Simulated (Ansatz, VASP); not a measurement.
**W: VASP beside Ansatz**

```
W
1.0
     0.00000    1.98856    1.98856
     1.98856    0.00000    1.98856
     1.98856    1.98856    0.00000
W
1
Direct
  0.00000 0.00000 0.00000
```

Change from the starting cell: volume scaled by 0.94, crystal datasets.

Alike in both runs: task electric field gradients; functional PBEsol; k mesh 14 × 14 × 14; occupations fermi-dirac, width 0.05 eV; no spin polarisation.

```csv
,VASP,Ansatz
version,VASP 6.6.1,Ansatz 0.2.0
potentials or method,"VASP PAW PBE potentials, release 64 (W_sv), cutoff 520 eV","all-electron PAW with datasets made for the crystal, scalar-relativistic"
```

|  | VASP | Ansatz | Ansatz less VASP |
| --- | --- | --- | --- |
| pressure (GPa) | 5.8 | 5.1 | -0.71 |

VASP's potentials were made for PBE, not for PBEsol. Ansatz ran all-electron here, and VASP with PAW potentials.

Neither program's run includes spin-orbit coupling.
